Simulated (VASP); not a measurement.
# Cs (Pm-3m) in VASP: notebook

Aim: see how the results for Cs move with the level of theory and the settings. Levels: r2SCAN, r2SCAN0. Tasks: single point.

Program: VASP 6.6.1. These are calculated values, not measurements. Logs are shortened: lines on timing, memory, paths and dates and some standing lists are left out, and cuts for length are marked.

## (1) The cell of the first run

The structure is cubic, space group Pm-3m (No. 221). The conventional cell has a = 5.026 Å, b = 5.026 Å, c = 5.026 Å, α = 90.00°, β = 90.00°, γ = 90.00°.

This isn't the form of Cs at room conditions, which is bcc.

## (2) Single point, r2SCAN

Input file POSCAR:

```
Cs
1.0
    5.0255533248      0.0000000000      0.0000000000
    0.0000000000      5.0255533248      0.0000000000
    0.0000000000      0.0000000000      5.0255533248
Cs
1
Direct
    0.0000000000      0.0000000000      0.0000000000
```

Input file INCAR.step1:

```
PREC = Accurate
ENCUT = 520
ISMEAR = -1
SIGMA = 0.1
LREAL = False
LASPH = True
NELM = 60
NBANDS = 10
GGA = PE
ALGO = Normal
EDIFF = 1E-4
LWAVE = True
LCHARG = False
```

Input file INCAR.step2:

```
PREC = Accurate
ENCUT = 520
EDIFF = 1E-6
ISMEAR = -1
SIGMA = 0.1
LREAL = False
LASPH = True
NELM = 60
ALGO = Normal
ISIF = 2
LWAVE = False
LCHARG = True
METAGGA = R2SCAN
LMIXTAU = True
LELF = True
LVHAR = True
NBANDS = 10
ISTART = 1
```

Input file KPOINTS:

```
regular mesh
0
Gamma
  3 3 3
```

Potentials or basis: VASP PAW PBE potentials, release 64 (Cs_sv).

Command:

```bash
$ cat potpaw_PBE.64/Cs_sv/POTCAR > POTCAR
$ cp INCAR.step1 INCAR
$ mpirun -np 1 vasp_std > vasp.out
$ cp INCAR.step2 INCAR
$ mpirun -np 1 vasp_std > vasp.out
```

OUTCAR:

```text
PREC = Accurate
   ENCUT = 520
   EDIFF = 1E-6
   ISMEAR = -1
   LREAL = False
   LASPH = True
   NELM = 60
   ISIF = 2
   METAGGA = R2SCAN
   ISTART = 1

 ion  position               nearest neighbor table
   1  0.000  0.000  0.000-

  LATTYP: Found a simple cubic cell.
 ALAT       =     5.0255533248

  Lattice vectors:

 A1 = (   5.0255533248,   0.0000000000,   0.0000000000)
 A2 = (   0.0000000000,   5.0255533248,   0.0000000000)
 A3 = (   0.0000000000,   0.0000000000,   5.0255533248)

Analysis of symmetry for initial positions (statically):
=====================================================================
 Subroutine PRICEL returns:
 Original cell was already a primitive cell.

 Routine SETGRP: Setting up the symmetry group for a
 simple cubic supercell.

 Subroutine GETGRP returns: Found 48 space group operations
 (whereof 48 operations were pure point group operations)
 out of a pool of 48 trial point group operations.

The static configuration has the point symmetry O_h .

Analysis of symmetry for dynamics (positions and initial velocities):
=====================================================================
 Subroutine PRICEL returns:
 Original cell was already a primitive cell.

 Routine SETGRP: Setting up the symmetry group for a
 simple cubic supercell.

 Subroutine GETGRP returns: Found 48 space group operations
 (whereof 48 operations were pure point group operations)
 out of a pool of 48 trial point group operations.

The dynamic configuration has the point symmetry O_h .

 Subroutine INISYM returns: Found 48 space group operations
 (whereof 48 operations are pure point group operations),
 and found     1 'primitive' translations

----------------------------------------------------------------------------------------

                                     Primitive cell

  volume of cell :     126.9263

  direct lattice vectors                    reciprocal lattice vectors
     5.025553325  0.000000000  0.000000000     0.198983064  0.000000000  0.000000000
     0.000000000  5.025553325  0.000000000     0.000000000  0.198983064  0.000000000
     0.000000000  0.000000000  5.025553325     0.000000000  0.000000000  0.198983064

  length of vectors
     5.025553325  5.025553325  5.025553325     0.198983064  0.198983064  0.198983064

  position of ions in fractional coordinates (direct lattice)
     0.000000000  0.000000000  0.000000000

  ion indices of the primitive-cell ions
   primitive index   ion index
                 1           1

----------------------------------------------------------------------------------------

 KPOINTS: regular mesh

Automatic generation of k-mesh.
 Grid dimensions read from file:
 generate k-points for:    3    3    3

 Generating k-lattice:

  Cartesian coordinates                     Fractional coordinates (reciprocal lattice)
     0.066327688  0.000000000  0.000000000     0.333333333  0.000000000  0.000000000
     0.000000000  0.066327688  0.000000000     0.000000000  0.333333333  0.000000000
     0.000000000  0.000000000  0.066327688     0.000000000  0.000000000  0.333333333

  Length of vectors
     0.066327688  0.066327688  0.066327688

  Shift w.r.t. Gamma in fractional coordinates (k-lattice)
     0.000000000  0.000000000  0.000000000

 Subroutine IBZKPT returns following result:
 ===========================================

 Found      4 irreducible k-points:

 Following reciprocal coordinates:
            Coordinates               Weight
  0.000000  0.000000  0.000000      1.000000
  0.333333  0.000000  0.000000      6.000000
  0.333333  0.333333  0.000000     12.000000
  0.333333  0.333333  0.333333      8.000000
   k-points           NKPTS =      4   k-points in BZ     NKDIM =      4   number of bands    NBANDS=     10
   number of dos      NEDOS =    301   number of ions     NIONS =      1
   total plane-waves  NPLWV =  64000
   dimension x,y,z NGX =    40 NGY =   40 NGZ =   40
   dimension x,y,z NGXF=    80 NGYF=   80 NGZF=   80
   ions per type =               1
   NGX,Y,Z   is equivalent  to a cutoff of  13.23, 13.23, 13.23 a.u.
   NGXF,Y,Z  is equivalent  to a cutoff of  26.46, 26.46, 26.46 a.u.
 SYSTEM =  unknown system
   PREC   = accura    normal or accurate (medium, high low for compatibility)
   ISTART =      1    job   : 0-new  1-cont  2-samecut
   ICHARG =      0    charge: 1-file 2-atom 10-const
   ISPIN  =      1    spin polarized calculation?
   LNONCOLLINEAR =      F non collinear calculations
   LSORBIT =      F    spin-orbit coupling
   LASPH  =      T    aspherical Exc in radial PAW
   ENCUT  =  520.0 eV  38.22 Ry    6.18 a.u.   9.34  9.34  9.34*2*pi/ulx,y,z
   NELM   =     60;   NELMIN=  2; NELMDL=  0     # of ELM steps
   EDIFF  = 0.1E-05   stopping-criterion for ELM
   LREAL  =      F    real-space projection
   EDIFFG = 0.1E-04   stopping-criterion for IOM
   NSW    =      0    number of steps for IOM
   IBRION =     -1    ionic relax: 0-MD 1-quasi-New 2-CG
   NFREE  =      0    steps in history (QN), initial steepest desc. (CG)
   ISIF   =      2    stress and relaxation
   ISYM   =      2    0-nonsym 1-usesym 2-fastsym
   POTIM  = 0.5000    time-step for ionic-motion
   TEBEG  =    0.0;   TEEND  =   0.0 temperature during run
   PSTRESS=    0.0 pullay stress
   NELECT =       9.0000    total number of electrons
   NUPDOWN=      -1.0000    fix difference up-down
   EMIN   =  10.00;   EMAX   =-10.00  energy-range for DOS
   EFERMI =   0.00;   METHOD = LEGACY
   ISMEAR =    -1;   SIGMA  =   0.10  broadening in eV -4-tet -1-fermi 0-gaus
   EFERMI_NEDOS =   21; number of points for ismear=-14 and -15
   IALGO  =     38    algorithm
   IMIX   =      4    mixing-type and parameters
     AMIX     =   0.40;   BMIX     =  1.00
     AMIX_MAG =   1.60;   BMIX_MAG =  1.00
  volume/ion in A,a.u.               =     126.93       856.54
  Fermi-wavevector in a.u.,A,eV,Ry     =   0.677597  1.280474  6.246956  0.459138
  Thomas-Fermi vector in A             =   1.755253
   LORBIT       =      0    0 simple, 1 ext, 2 COOP (PROOUT), +10 PAW based schemes
   METAGGA = R2SCAN    functional components
   LHFCALC =     F    Hartree Fock is set to
   AEXX    =    0.0000 exact exchange contribution
   IVDW    =     0    specifies the selected vdW correction
   LEPSILON=     F    determine dielectric tensor
   LRPA    =     F    only Hartree local field effects (RPA)
 non-spin polarized calculation
  energy-cutoff  :      520.00
  volume of cell :      126.93
 maximum number of plane-waves:      3431
 NGX is ok and might be reduce to    40
   NGX = 19   NGY = 19   NGZ = 19

 number of electron       8.9999999 magnetization

 Free energy of the ion-electron system (eV)
  ---------------------------------------------------
  ext. energy  EPLUGINS =         0.00000000
  ---------------------------------------------------
  free energy    TOTEN  =       -24.93573709 eV

  energy without entropy =      -24.87177178  energy(sigma->0) =      -24.90375444

 E-fermi :   0.2420     XC(G=0):  -5.3676

 val. band max:        0.2268967156   @ k =   0.3333   0.3333   0.0000
 cond. band min:       0.7457526642   @ k =   0.3333   0.3333   0.3333
 fundamental gap:      0.5188559486
 Fermi energy:         0.2420302388

 k-point     1 :       0.0000    0.0000    0.0000
  band No.  band energies     occupation
      1     -24.7150      2.00000
      2     -11.0722      2.00000
      3     -11.0722      2.00000
      4     -11.0722      2.00000
      5      -1.3290      2.00000
      6       1.8754      0.00000
      7       1.8754      0.00000
      8       4.8787      0.00000
      9       4.8787      0.00000
     10       4.8787      0.00000

 k-point     2 :       0.3333    0.0000    0.0000
  band No.  band energies     occupation
      1     -24.7101      2.00000
      2     -11.1891      2.00000
      3     -11.0620      2.00000
      4     -11.0620      2.00000
      5      -0.4707      1.99840
      6       1.4238      0.00001
      7       2.2052      0.00000
      8       3.6650      0.00000
      9       3.6650      0.00000
     10       4.8283      0.00000

 k-point     3 :       0.3333    0.3333    0.0000
  band No.  band energies     occupation
      1     -24.7053      2.00000
      2     -11.1763      2.00000
      3     -11.1729      2.00000
      4     -11.0522      2.00000
      5       0.2269      1.07552
      6       1.5342      0.00000
      7       2.2822      0.00000
      8       2.9188      0.00000
      9       3.8427      0.00000
     10       4.0399      0.00000

 k-point     4 :       0.3333    0.3333    0.3333
  band No.  band energies     occupation
      1     -24.7005      2.00000
      2     -11.1640      2.00000
      3     -11.1595      2.00000
      4     -11.1595      2.00000
      5       0.7458      0.01290
      6       1.9333      0.00000
      7       1.9333      0.00000
      8       3.0473      0.00000
      9       3.5746      0.00000
     10       3.5746      0.00000

------------------------ aborting loop because EDIFF is reached ----------------------------------------

  FORCE on cell =-STRESS in cart. coord.  units (eV):
  Direction    XX          YY          ZZ          XY          YZ          ZX
  --------------------------------------------------------------------------------------
  -------------------------------------------------------------------------------------
  Total       -0.0338076     -0.0338076     -0.0338076     -0.0000000     -0.0000000      0.0000000
  in kB       -0.4267503     -0.4267503     -0.4267503     -0.0000000     -0.0000000      0.0000000
  external PRESSURE =      -0.4267503 kB  Pullay stress =       0.0000000 kB

 VOLUME and BASIS-vectors are now :
 -----------------------------------------------------------------------------
  energy-cutoff  :      520.00
  volume of cell :      126.93
      direct lattice vectors                 reciprocal lattice vectors
     5.025553325  0.000000000  0.000000000     0.198983064  0.000000000  0.000000000
     0.000000000  5.025553325  0.000000000     0.000000000  0.198983064  0.000000000
     0.000000000  0.000000000  5.025553325     0.000000000  0.000000000  0.198983064

 POSITION                                       TOTAL-FORCE (eV/Angst)
 -----------------------------------------------------------------------------------
      0.00000      0.00000      0.00000         0.000000      0.000000      0.000000
 -----------------------------------------------------------------------------------
    total drift:                                0.000000     -0.000000     -0.000000

  FREE ENERGIE OF THE ION-ELECTRON SYSTEM (eV)
  ---------------------------------------------------
  free  energy   TOTEN  =       -24.9357370913 eV

  energy  without entropy=      -24.8717717790  energy(sigma->0) =      -24.90375444
```

Wall time 48 s (1 thread of Intel Xeon Platinum 8488C (Sapphire Rapids), shared host); peak memory 0.24 GiB.

Results:

```yaml
Free_energy: -24.9357 eV
Pressure: 0.0 GPa
Band_gap_on_the_k_mesh: zero (an odd number of electrons rules out a gap without spin polarisation)
```

Levels at points of the mesh, in eV from the Fermi level:
| k point | band 3 | band 4 | band 5 | band 6 | band 7 | band 8 |
| --- | --- | --- | --- | --- | --- | --- |
| (0.00, 0.00, 0.00) | -11.31 | -11.31 | -1.57 | 1.63 | 1.63 | 4.64 |

Caveat: the k points lie up to 0.42 Å⁻¹ apart, too coarse for converged energies and pressures of a metal; the PAW data sets were made with another functional, which shifts forces and pressure a little; spin-orbit coupling is left out, which moves the levels of the heavy elements.

## (3) Single point, r2SCAN0

POSCAR is that of step 2.

Input file INCAR.step1:

```
SYSTEM = Cs
ALGO = Normal
EDIFF = 1E-5
ENCUT = 520
GGA = PE
ISIF = 2
ISMEAR = -1
LASPH = .TRUE.
LREAL = .FALSE.
LWAVE = .TRUE.
NBANDS = 10
NELM = 80
PREC = Accurate
SIGMA = 0.1
```

Input file INCAR.step2:

```
SYSTEM = Cs
AEXX = 0.25
ALGO = Normal
EDIFF = 1E-6
ENCUT = 520
ISIF = 2
ISMEAR = -1
ISTART = 1
LASPH = .TRUE.
LCHARG = .TRUE.
LELF = .TRUE.
LHFCALC = .TRUE.
LMIXTAU = .TRUE.
LREAL = .FALSE.
LVHAR = .TRUE.
LWAVE = .FALSE.
METAGGA = R2SCAN
NBANDS = 10
NELM = 80
PREC = Accurate
PRECFOCK = Normal
SIGMA = 0.1
```

Input file KPOINTS:

```
k-points
0
G
  3 3 3
  0 0 0
```

Potentials or basis: VASP PAW PBE potentials, release 64 (Cs_sv).

Command:

```bash
$ cat potpaw_PBE.64/Cs_sv/POTCAR > POTCAR
$ cp INCAR.step1 INCAR
$ mpirun -np 1 vasp_std > vasp.out
$ cp INCAR.step2 INCAR
$ mpirun -np 1 vasp_std > vasp.out
```

Wall time 2.3 min (1 thread of Intel Xeon Platinum 8488C (Sapphire Rapids), shared host); peak memory 0.26 GiB.

It converged, with:

- Free energy: -19.2124 eV
- Pressure: 0.0 GPa
- Band gap on the k mesh: zero (an odd number of electrons rules out a gap without spin polarisation)

Levels at points of the mesh, in eV from the Fermi level:
```tsv
k point	band 2	band 3	band 4	band 5	band 6	band 7	band 8	band 9
(0.00, 0.00, 0.00)	-12.58	-12.58	-12.58	-2.17	2.26	2.26	5.48	5.48
```

Caveat: the k points lie up to 0.42 Å⁻¹ apart, too coarse for converged energies and pressures of a metal; the PAW data sets were made with another functional, which shifts forces and pressure a little; spin-orbit coupling is left out, which moves the levels of the heavy elements.
